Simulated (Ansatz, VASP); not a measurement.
## Two plane-wave programs on In4Ru

INCAR

```
ALGO = Normal ; EDIFF = 1E-7
ENCUT = 520 ; GGA = PE
ISIF = 2 ; ISMEAR = 0
ISPIN = 2 ; LASPH = T
LCHARG = T ; LELF = T
LMAXMIX = 4 ; LORBIT = 11
LREAL = F ; LVHAR = T
LWAVE = F ; MAGMOM = 0 0 0 0 1
NBANDS = 45 ; NELM = 150
PREC = Accurate ; SIGMA = 0.1
```

File KPOINTS:

```
k-points
0
Gamma
  4 4 4
```

Contents of POSCAR:

```
In4Ru
1.0
    4.5758224792      0.0000000000      0.0000000000
    0.0000000000      4.5758224792      0.0000000000
    0.0000000000      0.0000000000      6.0357226795
In Ru
4 1
Direct
    0.0000000000      0.5000000000      0.7438992541
    0.5000000000      0.0000000000      0.7438992541
    0.0000000000      0.5000000000      0.2561007459
    0.5000000000      0.0000000000      0.2561007459
    0.0000000000      0.0000000000      0.0000000000
```

Input for Ansatz:

```yaml
crystal:
  lattice:
    - [4.5758224792, 0.0, 0.0]
    - [0.0, 4.5758224792, 0.0]
    - [0.0, 0.0, 6.0357226795]
  atoms:
    - { symbol: In, position: [0.0, 0.5, 0.7438992541] }
    - { symbol: In, position: [0.5, 0.0, 0.7438992541] }
    - { symbol: In, position: [0.0, 0.5, 0.2561007459] }
    - { symbol: In, position: [0.5, 0.0, 0.2561007459] }
    - { symbol: Ru, position: [0.0, 0.0, 0.0], spin: 1.0 }
basis:
  ecutwfc: 420
kpoints:
  mp_grid: { grid: [4, 4, 4] }
hamiltonian:
  xc: pbe
scf:
  occupations: { method: gaussian, width: 0.1 }
  lower_state_search: "off"
output:
  forces: true
  stress: true
  eigenvalues: true
  populations: true
magnetization:
  spin_polarized: true
```

Alike in both runs: task single point; functional PBE; k mesh 4 × 4 × 4; occupations gaussian, width 0.1 eV; collinear spin.

|  | VASP | Ansatz |
| --- | --- | --- |
| version | VASP 6.6.1 | Ansatz 0.2.0 |
| potentials or method | VASP PAW PBE potentials, release 64 (In_d, Ru_pv), cutoff 520 eV | scalar-relativistic, plane waves, PAW |
| valence electrons in the cell | 66 | 68 |

VASP gave:

* gap on the k mesh at the Fermi level (eV): none
* pressure (GPa): -0.1
* traceless stress, the component that is largest in VASP (GPa): 0.12
* rms of the force components (eV/Å): 0.006
* net moment per atom (μB): 0.00

Question: Estimate Ansatz's values.

Answer: gap on the k mesh at the Fermi level (eV): none; pressure (GPa): -0.1; traceless stress, the component that is largest in VASP (GPa): 0.11; rms of the force components (eV/Å): 0.004; net moment per atom (μB): 0.00.

Atom by atom the forces differ by 0.002 eV/Å (rms over components). A gap of «none» marks a metal or a gap that the smearing closes. VASP's potentials hold 66 valence electrons a cell and Ansatz's 68, so a difference there can come from the potentials and not from the codes. Ansatz's warnings: seeded moment not kept.
